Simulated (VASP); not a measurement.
Crystal: Pb.

```
CELL_PARAMETERS angstrom
2.16200 1.24823 4.00916
-2.16200 1.24823 4.00916
0.00000 -2.49646 4.00916
ATOMIC_POSITIONS crystal
Pb 0.22754 0.22754 0.22754
Pb 0.77246 0.77246 0.77246
```

```yaml
Program: VASP 6.6.1
Task: relaxation of cell and atoms
Functional: PBE
Potentials_or_basis: VASP PAW PBE potentials, release 64 (Pb_d)
Cutoff: 600 eV
k_mesh: 6 × 6 × 6
Occupations: gaussian, width 0.1 eV
Spin: no spin polarisation
```

At the start: pressure 6.3 GPa; volume 32.46 Å³/atom.

Problem. How do energy, volume and symmetry change on relaxing?

Solution. Over 12 steps the energy falls by 244.1 meV/atom and the volume is 34.39 Å³/atom (+6.0 %); space group R-3m (No. 166, to 0.05 Å).

Step by step:
| step | energy change (eV) | largest force (eV/Å) | pressure (GPa) | volume (Å³) |
| --- | --- | --- | --- | --- |
| 1 | 0.0000 | 1.6866 | 6.30 | 64.92 |
| 2 | -0.2733 | 0.5111 | -2.12 | 77.66 |
| 3 | -0.2818 | 0.6377 | -1.19 | 75.29 |
| 4 | -0.3401 | 0.6252 | -0.99 | 73.49 |
| 5 | -0.4649 | 0.3573 | 0.41 | 68.28 |
| 6 | -0.0510 | 1.3851 | 10.06 | 58.60 |
| 7 | -0.4696 | 0.3001 | 0.93 | 67.24 |
| 8 | -0.4719 | 0.1430 | 1.64 | 65.97 |
| 9 | -0.4775 | 0.2409 | -0.06 | 68.99 |
| 10 | -0.4849 | 0.0899 | 0.60 | 67.63 |
| 11 | -0.4880 | 0.0071 | -0.17 | 69.04 |
| 12 | -0.4882 | 0.0099 | -0.03 | 68.78 |

Final structure:
```
Pb
1.0
     2.20692    1.27416    4.07663
    -2.20692    1.27416    4.07663
     0.00000   -2.54833    4.07663
Pb
2
Direct
  0.25014 0.25014 0.25014
  0.74986 0.74986 0.74986
```
